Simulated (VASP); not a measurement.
Input of a VASP 6.6.1 run:

File INCAR:

```
PREC = Accurate
ENCUT = 520
EDIFF = 1E-8
ISMEAR = -1
SIGMA = 0.05
LREAL = False
LASPH = True
NELM = 80
ALGO = Normal
ISIF = 2
LWAVE = False
LCHARG = False
GGA = PS
LEFG = True
NBANDS = 12
```

KPOINTS

```
Automatic mesh
0
Gamma
  12 12 12
```

The input POSCAR:

```
Li
1.0
    1.5809086266      0.9127380211      7.7371279804
   -1.5809086266      0.9127380211      7.7371279804
    0.0000000000     -1.8254760423      7.7371279804
Li
3
Direct
    0.0000000000      0.0000000000      0.0000000000
    0.2220000000      0.2220000000      0.2220000000
    0.7780000000      0.7780000000      0.7780000000
```

Potentials or basis: VASP PAW PBE potentials, release 64 (Li_sv).

Command:

```bash
$ cat potpaw_PBE.64/Li_sv/POTCAR > POTCAR
$ mpirun -np 1 vasp_std > vasp.out
```

(1) What does it give for the band gap on the k mesh?

(2) Estimate the largest force.

Results:

(1) zero (an odd number of electrons rules out a gap without spin polarisation).

(2) 0.008 eV/Å.

Caveat: without QUAD_EFG the Cq values of the log hold for a quadrupole moment of 1 mb, not for the nuclei; the PAW data sets were made with another functional, which shifts forces and pressure a little.
